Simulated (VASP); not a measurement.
# TeAs2 (P6_3/mmc) in VASP: a series of runs

The runs below take TeAs2 through single point, relaxation of cell and atoms, with PBE+D3(BJ).

All numbers are computed with VASP 6.6.1; they aren't measurements. Logs are shortened: lines on timing, memory, paths and dates and some standing lists are left out, and cuts for length are marked.

**1. The cell of the first run**

Symmetry: P6_3/mmc, No. 194, hexagonal system. The conventional cell has a = 4.036 Å, b = 4.036 Å, c = 11.592 Å, α = 90.00°, β = 90.00°, γ = 120.00°. Within 3.8 Å of Te (site symmetry -3m) lie 6 As at 2.89 Å. As (site symmetry 3m) has 1 As at 2.39 Å and 3 Te at 2.89 Å within 3.2 Å.

**2. Single point, PBE+D3(BJ)**

Contents of INCAR:

```
PREC = Accurate ; ENCUT = 520
EDIFF = 1E-6 ; ISMEAR = 0
SIGMA = 0.1 ; LREAL = False
LASPH = True ; NELM = 100
ALGO = Normal ; ISIF = 2
LWAVE = False ; LCHARG = True
GGA = PE ; IVDW = 12
LELF = True ; LVHAR = True
NBANDS = 25
```

Contents of KPOINTS:

```
regular mesh
0
Gamma
  12 12 4
```

Contents of POSCAR:

```
TeAs2
1.0
    4.0358922854      0.0000000000      0.0000000000
   -2.0179461427      3.4951852461      0.0000000000
    0.0000000000      0.0000000000     11.5922880361
Te As
2 4
Direct
    0.0000000000      0.0000000000      0.0000000000
    0.0000000000      0.0000000000      0.5000000000
    0.3333333333      0.6666666667      0.1467563190
    0.6666666667      0.3333333333      0.8532436810
    0.3333333333      0.6666666667      0.3532436810
    0.6666666667      0.3333333333      0.6467563190
```

Potentials or basis: VASP PAW PBE potentials, release 64 (Te, As).

Command:

```
cat potpaw_PBE.64/Te/POTCAR potpaw_PBE.64/As/POTCAR > POTCAR
mpirun -np 1 vasp_std > vasp.out
```

OUTCAR:

```text
PREC = Accurate
   ENCUT = 520
   EDIFF = 1E-6
   ISMEAR = 0
   LREAL = False
   LASPH = True
   NELM = 100
   ISIF = 2
   GGA = PE
   IVDW = 12
 IVDW          = 12

 ion  position               nearest neighbor table
   1  0.000  0.000  0.000-   3 2.89   4 2.89   4 2.89   3 2.89   4 2.89   3 2.89
   2  0.000  0.000  0.500-   5 2.89   6 2.89   6 2.89   5 2.89   6 2.89   5 2.89
   3  0.333  0.667  0.147-   5 2.39   1 2.89   1 2.89   1 2.89
   4  0.667  0.333  0.853-   6 2.39   1 2.89   1 2.89   1 2.89
   5  0.333  0.667  0.353-   3 2.39   2 2.89   2 2.89   2 2.89
   6  0.667  0.333  0.647-   4 2.39   2 2.89   2 2.89   2 2.89

  LATTYP: Found a hexagonal cell.
 ALAT       =     4.0358922854
 C/A-ratio  =     2.8722986681

  Lattice vectors:

 A1 = (   4.0358922854,   0.0000000000,   0.0000000000)
 A2 = (  -2.0179461427,   3.4951852461,   0.0000000000)
 A3 = (   0.0000000000,   0.0000000000,  11.5922880361)

Analysis of symmetry for initial positions (statically):
=====================================================================
 Subroutine PRICEL returns:
 Original cell was already a primitive cell.

 Routine SETGRP: Setting up the symmetry group for a
 hexagonal supercell.

 Subroutine GETGRP returns: Found 24 space group operations
 (whereof 12 operations were pure point group operations)
 out of a pool of 24 trial point group operations.

The static configuration has the point symmetry D_3d.
 The point group associated with its full space group is D_6h.

Analysis of symmetry for dynamics (positions and initial velocities):
=====================================================================
 Subroutine PRICEL returns:
 Original cell was already a primitive cell.

 Routine SETGRP: Setting up the symmetry group for a
 hexagonal supercell.

 Subroutine GETGRP returns: Found 24 space group operations
 (whereof 12 operations were pure point group operations)
 out of a pool of 24 trial point group operations.

The dynamic configuration has the point symmetry D_3d.
 The point group associated with its full space group is D_6h.

 Subroutine INISYM returns: Found 24 space group operations
 (whereof 12 operations are pure point group operations),
 and found     1 'primitive' translations

----------------------------------------------------------------------------------------

                                     Primitive cell

  volume of cell :     163.5230

  direct lattice vectors                    reciprocal lattice vectors
     4.035892285  0.000000000  0.000000000     0.247776682  0.143053934  0.000000000
    -2.017946143  3.495185246  0.000000000     0.000000000  0.286107868  0.000000000
[... 101 lines left out ...]
   POTIM  = 0.5000    time-step for ionic-motion
   TEBEG  =    0.0;   TEEND  =   0.0 temperature during run
   PSTRESS=    0.0 pullay stress
   NELECT =      32.0000    total number of electrons
   NUPDOWN=      -1.0000    fix difference up-down
   EMIN   =  10.00;   EMAX   =-10.00  energy-range for DOS
   EFERMI =   0.00;   METHOD = LEGACY
   ISMEAR =     0;   SIGMA  =   0.10  broadening in eV -4-tet -1-fermi 0-gaus
   EFERMI_NEDOS =   21; number of points for ismear=-14 and -15
   IALGO  =     38    algorithm
   IMIX   =      4    mixing-type and parameters
     AMIX     =   0.40;   BMIX     =  1.00
     AMIX_MAG =   1.60;   BMIX_MAG =  1.00
  volume/ion in A,a.u.               =      27.25       183.92
  Fermi-wavevector in a.u.,A,eV,Ry     =   0.950456  1.796101 12.291039  0.903366
  Thomas-Fermi vector in A             =   2.078834
   LORBIT       =      0    0 simple, 1 ext, 2 COOP (PROOUT), +10 PAW based schemes
   GGA     = PE    functional components
   LHFCALC =     F    Hartree Fock is set to
   AEXX    =    0.0000 exact exchange contribution
   IVDW    =    12    specifies the selected vdW correction
   LEPSILON=     F    determine dielectric tensor
   LRPA    =     F    only Hartree local field effects (RPA)
 non-spin polarized calculation
 Gauss-broadening in eV      SIGMA  =   0.10
  energy-cutoff  :      520.00
  volume of cell :      163.52
 maximum number of plane-waves:      4436
 NGX is ok and might be reduce to    30
   NGX = 15   NGY = 15   NGZ = 43

 number of electron      31.9999994 magnetization

 Free energy of the ion-electron system (eV)
  ---------------------------------------------------
  ext. energy  EPLUGINS =         0.00000000
  ---------------------------------------------------
  free energy    TOTEN  =       -22.81346281 eV

  energy without entropy =      -22.79377112  energy(sigma->0) =      -22.80361697

 E-fermi :   5.0232     XC(G=0):  -9.2688

 val. band max:        5.0230457452   @ k =   0.2500   0.1667   0.0000
 cond. band min:       5.0517594628   @ k =   0.2500   0.2500   0.5000
 fundamental gap:      0.0287137176
 Fermi energy:         5.0232319392

 k-point     1 :       0.0000    0.0000    0.0000
  band No.  band energies     occupation
      1      -9.2966      2.00000
      2      -8.8082      2.00000
      3      -7.4494      2.00000
      4      -5.0956      2.00000
      5      -5.0950      2.00000
      6      -1.7001      2.00000
[... 661 lines left out ...]
     24       9.0604      0.00000
     25       9.9772      0.00000

 [... further k-points ...]

------------------------ aborting loop because EDIFF is reached ----------------------------------------

 Edisp (eV)   -2.34109

 E8    (eV) :    -1.0202

  FORCE on cell =-STRESS in cart. coord.  units (eV):
  Direction    XX          YY          ZZ          XY          YZ          ZX
  --------------------------------------------------------------------------------------
  -------------------------------------------------------------------------------------
  Total       0.03193     0.03193     0.21114    -0.00000     0.00000     0.00000
  in kB       0.31280     0.31280     2.06869    -0.00000     0.00000     0.00000
  external pressure =        0.90 kB  Pullay stress =        0.00 kB

 VOLUME and BASIS-vectors are now :
 -----------------------------------------------------------------------------
  energy-cutoff  :      520.00
  volume of cell :      163.52
      direct lattice vectors                 reciprocal lattice vectors
     4.035892285  0.000000000  0.000000000     0.247776682  0.143053934  0.000000000
    -2.017946143  3.495185246  0.000000000     0.000000000  0.286107868  0.000000000
     0.000000000  0.000000000 11.592288036     0.000000000  0.000000000  0.086264247

 POSITION                                       TOTAL-FORCE (eV/Angst)
 -----------------------------------------------------------------------------------
      0.00000      0.00000      0.00000        -0.000000      0.000000     -0.000000
      0.00000      0.00000      5.79614        -0.000000      0.000000     -0.000000
     -0.00000      2.33012      1.70124         0.000000     -0.000000     -0.033720
      2.01795      1.16506      9.89105        -0.000000      0.000000      0.033720
     -0.00000      2.33012      4.09490         0.000000      0.000000      0.033720
      2.01795      1.16506      7.49739        -0.000000     -0.000000     -0.033720
 -----------------------------------------------------------------------------------
    total drift:                                0.000000     -0.000000      0.000000

  FREE ENERGIE OF THE ION-ELECTRON SYSTEM (eV)
  ---------------------------------------------------
  free  energy   TOTEN  =       -25.1545484422 eV

  energy  without entropy=      -25.1348567500  energy(sigma->0) =      -25.14470260
```

stdout:

```text
POSCAR found type information on POSCAR TeAs
 POSCAR found :  2 types and       6 ions
 scaLAPACK will be used
 LDA part: xc-table for (Slater+PW92), standard interpolation
 POSCAR, INCAR and KPOINTS ok, starting setup
 FFT: planning ... GRIDC
 FFT: planning ... GRID_SOFT
 FFT: planning ... GRID
 WAVECAR not read
 entering main loop
```

Run time: 96 s. Hardware: 1 thread of Intel Xeon 6975P-C (Granite Rapids), shared host; peak memory 0.4 GiB.

What came out:

```
Free energy                : -25.1545 eV
Pressure                   : 0.1 GPa
Largest force              : 0.034 eV/Å
Band gap on the k mesh     : zero (band 16 reaches 6.23 eV, above the bottom of band 17 at 4.47 eV)
Dispersion energy per atom : -0.390 eV
```

Forces in eV/Å, atoms in the order of the input:
```
Te   0.000  0.000  0.000
Te   0.000  0.000  0.000
As   0.000  0.000 -0.034
As   0.000  0.000  0.034
As   0.000  0.000  0.034
As   0.000  0.000 -0.034
```

Caveat: spin-orbit coupling is left out, which moves the levels of the heavy elements; pairwise dispersion overbinds metals, which lowers pressure and volume.

**3. Relaxation of cell and atoms, PBE+D3(BJ)**

This run uses another cell than the first one, of 27.42 Å³/atom, 1.006 times its volume.

Contents of INCAR:

```
PREC     = Accurate       # precision mode
ENCUT    = 600            # plane-wave cutoff, eV
EDIFF    = 1E-6           # SCF threshold, eV
ISMEAR   = 0              # smearing method
SIGMA    = 0.1            # smearing width, eV
LREAL    = F              # projectors in reciprocal space
LASPH    = T              # aspherical terms in the spheres
NELM     = 100            # most SCF steps
ALGO     = Normal         # electronic algorithm
ISIF     = 3              # what is computed and relaxed
LWAVE    = F              # write WAVECAR
LCHARG   = F              # write CHGCAR
GGA      = PE             # functional
IVDW     = 12             # dispersion correction
IBRION   = 2              # ionic algorithm
NSW      = 100            # ionic steps
EDIFFG   = -0.01          # ionic threshold
```

KPOINTS is that of step 2.

Contents of POSCAR:

```
TeAs2
1.0
    4.0425388091      0.0000000000      0.0000000000
   -2.0212694046      3.5009413045      0.0000000000
    0.0000000000      0.0000000000     11.6236073494
Te As
2 4
Direct
    0.0000000000      0.0000000000      0.0000000000
    0.0000000000      0.0000000000      0.5000000000
    0.3333333333      0.6666666667      0.1466466350
    0.6666666667      0.3333333333      0.8533533650
    0.3333333333      0.6666666667      0.3533533650
    0.6666666667      0.3333333333      0.6466466350
```

Potentials or basis: VASP PAW PBE potentials, release 64 (Te, As).

Command:

```
cat potpaw_PBE.64/Te/POTCAR potpaw_PBE.64/As/POTCAR > POTCAR
mpirun -np 1 vasp_std > vasp.out
```

It took 4.5 min on 1 thread of Intel Xeon 6975P-C (Granite Rapids), shared host; peak memory 0.47 GiB.

Results (log left out):

- Free energy: -25.1549 eV
- Relaxed volume: 27.29 Å³/atom
- Relaxed cell: a = 4.037 Å, b = 4.037 Å, c = 11.603 Å, α = 90.00°, β = 90.00°, γ = 120.00°
- Space group after relaxing (to 0.05 Å): P6_3/mmc (No. 194)
- Energy gained by relaxing: 0.1 meV/atom
- Ionic steps: 7
- Pressure after relaxing: 0.0 GPa
- Band gap on the k mesh: zero (band 16 reaches 6.20 eV, above the bottom of band 17 at 4.46 eV)
- Dispersion energy per atom: -0.390 eV

The path:
| step | energy change (eV) | largest force (eV/Å) | pressure (GPa) | volume (Å³) |
| --- | --- | --- | --- | --- |
| 1 | 0.0000 | 0.0013 | -0.28 | 164.51 |
| 2 | -0.0005 | 0.0177 | 0.14 | 163.36 |
| 3 | -0.0007 | 0.0114 | 0.00 | 163.74 |
| 4 | -0.0007 | 0.0111 | 0.00 | 163.76 |
| 5 | -0.0005 | 0.0048 | -0.14 | 164.13 |
| 6 | -0.0007 | 0.0107 | -0.02 | 163.78 |
| 7 | -0.0007 | 0.0009 | -0.01 | 163.73 |

Final structure:
```
Te As
1.0
     4.03662    0.00000    0.00000
    -2.01831    3.49582    0.00000
     0.00000    0.00000   11.60285
Te As
2 4
Direct
  0.00000 0.00000 0.00000
  0.00000 0.00000 0.50000
  0.33333 0.66667 0.14661
  0.66667 0.33333 0.85339
  0.33333 0.66667 0.35339
  0.66667 0.33333 0.64661
```

Levels at points of the mesh, in eV from the Fermi level:
```
           k point  band 14  band 15  band 16  band 17  band 18  band 19
(0.00, 0.00, 0.00)    -1.10    -0.23     0.35     0.35     0.45     0.73
(0.50, 0.00, 0.00)    -1.81    -1.51    -0.25     0.27     0.74     1.39
(0.00, 0.00, 0.50)    -0.56    -0.56    -0.56     0.14     0.14     1.79
(0.50, 0.00, 0.50)    -1.66    -0.83    -0.83    -0.13    -0.13     2.02
```

Caveat: spin-orbit coupling is left out, which moves the levels of the heavy elements; pairwise dispersion overbinds metals, which lowers pressure and volume.
